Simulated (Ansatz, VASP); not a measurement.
**Two plane-wave programs on SnO2**

The input INCAR:

```
ALGO     = Normal         # electronic algorithm
EDIFF    = 1E-6           # SCF threshold, eV
ENCUT    = 520            # plane-wave cutoff, eV
GGA      = PS             # functional
ISIF     = 2              # what is computed and relaxed
ISMEAR   = 0              # smearing method
LASPH    = True           # aspherical terms in the spheres
LCHARG   = True           # write CHGCAR
LELF     = True           # ELF
LREAL    = False          # projectors in reciprocal space
LVHAR    = True         
LWAVE    = False          # write WAVECAR
NBANDS   = 35             # bands
NELM     = 80             # most SCF steps
PREC     = Accurate       # precision mode
SIGMA    = 0.05           # smearing width, eV
```

File KPOINTS:

```
k-points
0
Gamma
  6 6 8
```

POSCAR

```
SnO2
1.0
    4.7687243422      0.0000000000      0.0000000000
    0.0000000000      4.7687243422      0.0000000000
    0.0000000000      0.0000000000      3.2113691866
Sn O
2 4
Direct
    0.0000000000      0.0000000000     -0.0334748183
    0.5000000000      0.5000000000      0.5334748183
    0.2841301969      0.3284659379      0.0192072814
    0.2158698031      0.8284659379      0.4807927186
    0.7158698031      0.6715340621      0.0192072814
    0.7841301969      0.1715340621      0.4807927186
```

Input for Ansatz:

```yaml
crystal:
  lattice:
    - [4.7687243422, 0.0, 0.0]
    - [0.0, 4.7687243422, 0.0]
    - [0.0, 0.0, 3.2113691866]
  atoms:
    - { symbol: Sn, position: [0.0, 0.0, -0.0334748183] }
    - { symbol: Sn, position: [0.5, 0.5, 0.5334748183] }
    - { symbol: O, position: [0.2841301969, 0.3284659379, 0.0192072814] }
    - { symbol: O, position: [0.2158698031, 0.8284659379, 0.4807927186] }
    - { symbol: O, position: [0.7158698031, 0.6715340621, 0.0192072814] }
    - { symbol: O, position: [0.7841301969, 0.1715340621, 0.4807927186] }
basis:
  ecutwfc: 520.0
kpoints:
  mp_grid: { grid: [6, 6, 8] }
hamiltonian:
  xc: pbesol
  pseudopotentials: { kind: paw, azcp: { folder: soft_1 } }
scf:
  occupations: { method: gaussian, width: 0.05 }
output:
  forces: true
  stress: true
  eigenvalues: true
```

Change from the starting cell: mode 4 frozen in at -0.149 Å and mode 5 at -0.107 Å (largest displacements).

Alike in both runs: task single point; functional PBEsol; k mesh 6 × 6 × 8; occupations gaussian, width 0.05 eV; no spin polarisation.

|  | VASP | Ansatz |
| --- | --- | --- |
| version | VASP 6.6.1 | Ansatz 0.2.0 |
| potentials or method | VASP PAW PBE potentials, release 64 (Sn_d, O), cutoff 520 eV | scalar-relativistic, plane waves, PAW |
| valence electrons in the cell | 52 | 52 |

Ansatz gave:

| Item | Value |
| --- | --- |
| gap on the k mesh at the Fermi level (eV) | 1.05 |
| least direct gap on the mesh (eV) | 1.06 |
| pressure (GPa) | -0.9 |
| traceless stress, the component that is largest in VASP (GPa) | 0.87 |
| rms of the force components (eV/Å) | 0.323 |

Q: Which values does VASP return?

A: gap on the k mesh at the Fermi level (eV): 1.04; least direct gap on the mesh (eV): 1.05; pressure (GPa): -0.1; traceless stress, the component that is largest in VASP (GPa): 0.72; rms of the force components (eV/Å): 0.330.

VASP's potentials were made for PBE, not for PBEsol, and Ansatz warns of the same on its side. Atom by atom the forces differ by 0.015 eV/Å (rms over components). With one functional, cell and mesh, what is left measures potentials, basis and numerics.
